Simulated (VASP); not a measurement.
A run of VASP 6.6.1:

Contents of INCAR:

```
PREC = Accurate
ENCUT = 400
EDIFF = 1E-8
ISMEAR = -1
SIGMA = 0.03
LREAL = False
LASPH = True
NELM = 200
ALGO = Normal
ISIF = 2
LWAVE = False
LCHARG = False
MAGMOM = 0 0 0 0 0 0
LORBIT = 11
LSORBIT = True
GGA_COMPAT = False
LORBMOM = True
GGA = PE
LEFG = True
NBANDS = 32
```

KPOINTS

```
regular mesh
0
Gamma
  8 8 8
```

Contents of POSCAR:

```
TlBr
1.0
    3.9700000000      0.0000000000      0.0000000000
    0.0000000000      3.9700000000      0.0000000000
    0.0000000000      0.0000000000      3.9700000000
Tl Br
1 1
Direct
    0.0000000000      0.0000000000      0.0000000000
    0.5000000000      0.5000000000      0.5000000000
```

Potentials or basis: VASP PAW PBE potentials, release 64 (Tl_d, Br).

Launch:

```sh
$ cat potpaw_PBE.64/Tl_d/POTCAR potpaw_PBE.64/Br/POTCAR > POTCAR
$ mpirun -np 1 vasp_ncl > vasp.out
```

Hardware: 1 thread of Intel(R) Xeon(R) Platinum 8488C (Sapphire Rapids), with other jobs on the host.

Problem. How long does it take, and how much memory?

Solution. Run time: 85 s on 1 thread of Intel(R) Xeon(R) Platinum 8488C (Sapphire Rapids) (shared host), peak memory 0.28 GiB. Counts: scf iterations 16, k points 35.
